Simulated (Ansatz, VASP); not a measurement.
**One calculation of WSe2, two programs**

```
W Se
1.0
     3.32150    0.00000    0.00000
    -1.66075    2.87651    0.00000
     0.00000    0.00000   11.74324
W Se
2 4
Direct
  0.33333 0.66667 0.25000
  0.66667 0.33333 0.75000
  0.33333 0.66667 0.61458
  0.66667 0.33333 0.11458
  0.33333 0.66667 0.88542
  0.66667 0.33333 0.38542
```

Alike in both runs: task single point; functional PBEsol; dispersion D3(BJ); k mesh 12 × 12 × 4; occupations gaussian, width 0.05 eV; no spin polarisation.

|  | VASP | Ansatz |
| --- | --- | --- |
| version | VASP 6.6.1 | Ansatz 0.2.0 |
| potentials or method | VASP PAW PBE potentials, release 64 (W_sv, Se), cutoff 520 eV | scalar-relativistic, plane waves, PAW |
| valence electrons in the cell | 52 | 92 |

|  | VASP | Ansatz | Ansatz less VASP |
| --- | --- | --- | --- |
| gap on the k mesh at the Fermi level (eV) | 0.42 | 0.43 | +0.014 |
| least direct gap on the mesh (eV) | 1.17 | 1.18 | +0.004 |
| pressure (GPa) | 2.7 | 2.1 | -0.53 |
| traceless stress, the component that is largest in VASP (GPa) | 10.10 | 9.99 | -0.111 |
| rms of the force components (eV/Å) | 0.452 | 0.419 | -0.0324 |

VASP's potentials were made for PBE, not for PBEsol. Atom by atom the forces differ by 0.032 eV/Å (rms over components). VASP's potentials hold 52 valence electrons a cell and Ansatz's 92, so a difference there can come from the potentials and not from the codes.

Spin-orbit coupling is off throughout.
